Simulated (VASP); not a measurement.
Input of a VASP 6.6.1 run:

INCAR

```
SYSTEM = Y2Si3O
PREC = Accurate ; ENCUT = 600
EDIFF = 1E-7 ; ISMEAR = 0
SIGMA = 0.1 ; LREAL = .False.
LASPH = .True. ; NELM = 80
ALGO = Normal ; ISIF = 3
LWAVE = .False. ; LCHARG = .False.
GGA = PE ; IBRION = 2
NSW = 100 ; EDIFFG = -0.01
```

The input KPOINTS:

```
Automatic mesh
0
Gamma
  6 6 6
  0 0 0
```

Contents of POSCAR:

```
Y2Si3O
1.0
    5.9269268065      0.0000000000      0.0000000000
   -2.9634634032      5.1328691808      0.0000000000
    0.0000000000      0.0000000000      5.9004494085
Y Si O
2 3 1
Direct
    0.0000000000      0.0000000000      0.0000000000
    0.0000000000      0.0000000000      0.5000000000
    0.4927274832      0.5072725168      0.5000000000
    0.4927274832      0.9854549664      0.5000000000
    0.0145450336      0.5072725168      0.5000000000
    0.6666666667      0.3333333333      0.5000000000
```

Potentials or basis: VASP PAW PBE potentials, release 64 (Y_sv, Si, O).

The run is started by

```sh
$ cat potpaw_PBE.64/Y_sv/POTCAR potpaw_PBE.64/Si/POTCAR potpaw_PBE.64/O/POTCAR > POTCAR
$ mpirun -np 1 vasp_std > vasp.out
```

Q: What does it give for the relaxed volume?

A: 29.63 Å³/atom.

Q: Estimate the relaxed cell.

A: a = 5.916 Å, b = 5.916 Å, c = 5.865 Å, α = 90.00°, β = 90.00°, γ = 120.00°.

Final structure:
```
CELL_PARAMETERS angstrom
5.91580 0.00000 0.00000
-2.95790 5.12323 0.00000
0.00000 0.00000 5.86512
ATOMIC_POSITIONS crystal
Y 0.00000 0.00000 0.00000
Y 0.00000 0.00000 0.50000
Si 0.49181 0.50819 0.50000
Si 0.49181 0.98363 0.50000
Si 0.01637 0.50819 0.50000
O 0.66667 0.33333 0.50000
```
